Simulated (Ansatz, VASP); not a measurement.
**One calculation of Ca3O, two programs**

INCAR

```
SYSTEM = Ca3O
  ALGO = Normal
  EDIFF = 1E-6
  EDIFFG = -0.04
  ENCUT = 600
  GGA = PE
  IBRION = 2
  ISIF = 3
  ISMEAR = 0
  LASPH = .True.
  LCHARG = .False.
  LREAL = .False.
  LWAVE = .False.
  NELM = 80
  NSW = 90
  PREC = Accurate
  SIGMA = 0.1
```

Contents of KPOINTS:

```
k-points
0
Gamma
  6 6 6
  0 0 0
```

Contents of POSCAR:

```
Ca3O
1.0
   -2.1800883744      2.1800883744      4.8698077973
    2.1800883744     -2.1800883744      4.8698077973
    2.1800883744      2.1800883744     -4.8698077973
Ca O
3 1
Direct
    0.5000000000      0.5000000000      0.0000000000
    0.2500000000      0.7500000000      0.5000000000
    0.7500000000      0.2500000000      0.5000000000
    0.0000000000      0.0000000000      0.0000000000
```

Input for Ansatz:

```yaml
crystal:
  lattice:
    - [-2.1800883744, 2.1800883744, 4.8698077973]
    - [2.1800883744, -2.1800883744, 4.8698077973]
    - [2.1800883744, 2.1800883744, -4.8698077973]
  atoms:
    - { symbol: Ca, position: [0.5, 0.5, 0.0] }
    - { symbol: Ca, position: [0.25, 0.75, 0.5] }
    - { symbol: Ca, position: [0.75, 0.25, 0.5] }
    - { symbol: O, position: [0.0, 0.0, 0.0] }
basis:
  ecutwfc: 420
kpoints:
  mp_grid: { grid: [6, 6, 6] }
hamiltonian:
  xc: pbe
scf:
  occupations: { method: gaussian, width: 0.1 }
  lower_state_search: "off"
output:
  forces: true
  stress: true
  eigenvalues: true
relax:
  adjacent_minimum: "off"
  f_tol: 0.04
  max_steps: 70
  cell: { stress_tol: 0.4 }
```

Alike in both runs: task relaxation of cell and atoms; functional PBE; k mesh 6 × 6 × 6; occupations gaussian, width 0.1 eV; no spin polarisation.

```csv
,VASP,Ansatz
version,VASP 6.6.1,Ansatz 0.2.0
potentials or method,"VASP PAW PBE potentials, release 64 (Ca_sv, O), cutoff 600 eV","scalar-relativistic, plane waves, PAW"
valence electrons in the cell,36,36
```

|  | VASP | Ansatz | Ansatz less VASP |
| --- | --- | --- | --- |
| gap on the k mesh at the Fermi level, each at its own relaxed structure (eV) | none | none | - |
| relaxed volume (Å³/atom) | 27.50 | 27.46 | -0.036 |
| relaxed length of the cell vector where the two differ most in proportion (Å) | 6.604 | 6.599 | -0.0049 |

A gap of «none» marks a metal or a gap that the smearing closes.

Noted on VASP's run: the volume moved by over 15 % at a fixed basis, so the end points are rough.
